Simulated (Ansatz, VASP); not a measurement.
One calculation of BAs, two programs

```
CELL_PARAMETERS angstrom
3.32446 0.00000 0.00000
-1.66223 2.87906 0.00000
0.00000 0.00000 8.63703
ATOMIC_POSITIONS crystal
B 0.33333 0.66667 0.25000
B 0.66667 0.33333 0.75000
As 0.66667 0.33333 0.25000
As 0.33333 0.66667 0.75000
```

Change from the starting cell: hydrostatic strain -1.2%.

Alike in both runs: task single point; functional PBE; k mesh 12 × 12 × 4; occupations fermi-dirac, width 0.02 eV; no spin polarisation.

```csv
,VASP,Ansatz
version,VASP 6.6.1,Ansatz 0.2.0
potentials or method,"VASP PAW PBE potentials, release 64 (B, As)","plane waves, PAW"
plane-wave cutoff (eV),520,420
valence electrons in the cell,16,36
```

VASP gave:

| Property | Result |
| --- | --- |
| pressure (GPa) | 5.6 |
| traceless stress, the component that is largest in VASP (GPa) | -4.83 |

Task: Which values does Ansatz return?

Result: Pressure (GPa): 5.0; traceless stress, the component that is largest in VASP (GPa): -4.23.

VASP's potentials hold 16 valence electrons a cell and Ansatz's 36, so a difference there can come from the potentials and not from the codes.
